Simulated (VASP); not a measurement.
The system is Al2H.

```
Al H
1.0
     0.00000    2.57036    2.57036
     2.57036    0.00000    2.57036
     2.57036    2.57036    0.00000
Al H
2 1
Direct
  0.75000 0.75000 0.75000
  0.25000 0.25000 0.25000
  0.00000 0.00000 0.00000
```

```yaml
Program: VASP 6.6.1
Task: relaxation of cell and atoms
Functional: PBE
Potentials_or_basis: VASP PAW PBE potentials, release 64 (Al, H)
Cutoff: 600 eV
k_mesh: 6 × 6 × 6
Occupations: gaussian, width 0.1 eV
Spin: no spin polarisation
```

At the start: pressure 17.3 GPa; volume 11.32 Å³/atom.

Q: Where does the relaxation end?

A: Over 3 steps the energy falls by 113.9 meV/atom and the volume is 13.93 Å³/atom (+23.1 %); space group Fm-3m (No. 225, to 0.05 Å).

The path:
| step | energy change (eV) | largest force (eV/Å) | pressure (GPa) | volume (Å³) |
| --- | --- | --- | --- | --- |
| 1 | 0.0000 | 0.0000 | 17.33 | 33.96 |
| 2 | -0.3357 | 0.0000 | 1.74 | 40.34 |
| 3 | -0.3417 | 0.0000 | -0.42 | 41.80 |

Final structure:
```
CELL_PARAMETERS angstrom
0.00000 2.75451 2.75451
2.75451 0.00000 2.75451
2.75451 2.75451 0.00000
ATOMIC_POSITIONS crystal
Al 0.75000 0.75000 0.75000
Al 0.25000 0.25000 0.25000
H 0.00000 0.00000 0.00000
```

Caveat: the volume moved by over 15 % at a fixed basis, so the end points are rough.
